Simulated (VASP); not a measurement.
Ta3N:

```
Ta N
1.0
     3.03222    0.00000    0.00000
    -1.51611    2.62598    0.00000
     0.00000    0.00000    7.52414
Ta N
3 1
Direct
  0.66667 0.33333 0.82607
  0.33333 0.66667 0.17393
  0.00000 0.00000 0.50000
  0.00000 0.00000 0.00000
```

Base run:

- Program: VASP 6.6.1
- Functional: PBE
- Potentials or basis: VASP PAW PBE potentials, release 64 (Ta_pv, N)
- Cutoff: 520 eV
- k mesh: 10 × 10 × 4
- Occupations: fermi-dirac, width 0.05 eV
- Spin: no spin polarisation
- Hubbard terms: Ta d U = 6.0 eV

Its results: band gap on the k mesh zero (band 19 reaches 7.73 eV, above the bottom of band 20 at 7.26 eV); pressure 18.5 GPa; largest force 0.563 eV/Å.

Question: The run is repeated on the same cell with these changes: hubbard terms from Ta d U = 6.0 eV to Ta d U = 1.0 eV. What comes out?

Answer: Band gap on the k mesh zero (band 19 reaches 7.10 eV, above the bottom of band 20 at 6.52 eV); pressure 2.4 GPa; largest force 0.013 eV/Å.

Caveats: spin-orbit coupling is left out, which moves the levels of the heavy elements; U without spin polarisation on a metal has little footing.
